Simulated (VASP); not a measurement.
Runs of VASP 6.6.1 on Zn. The structure is that of space group P6_3/mmc (No. 194), or close to it. The cells are those of the table. 

```tsv
cell	k mesh	gap on the mesh (eV)	pressure (GPa)
a = 2.665, b = 2.665, c = 4.947 Å, angles 90.0, 90.0, 120.0°, 2 atoms	6 × 6 × 4	none	-3.5
a = 2.606, b = 2.606, c = 4.797 Å, angles 90.0, 90.0, 120.0°, 2 atoms	24 × 24 × 12	none	(b)
a = 2.645, b = 2.645, c = 4.836 Å, angles 90.0, 90.0, 120.0°, 2 atoms	24 × 24 × 12	none	-2.2
a = 2.593, b = 2.593, c = 4.895 Å, angles 90.0, 90.0, 120.0°, 2 atoms	18 × 18 × 8	none	0.5
a = 2.612, b = 2.612, c = 4.748 Å, angles 90.0, 90.0, 120.0°, 2 atoms	24 × 24 × 12	none	(a)
```

Alike in all rows: task single point; level PBEsol; potentials or basis VASP PAW PBE potentials, release 64 (Zn); no spin polarisation; cutoff (eV) 520; smearing gaussian 0.1 eV.

Task: Estimate the missing entries.

Result: (a) 1.6; (b) 1.4.

Caveats: some runs use coarse meshes; the PAW data sets were made with another functional, which shifts forces and pressure a little.

A gap of «none» marks levels without a gap at the run's occupations.
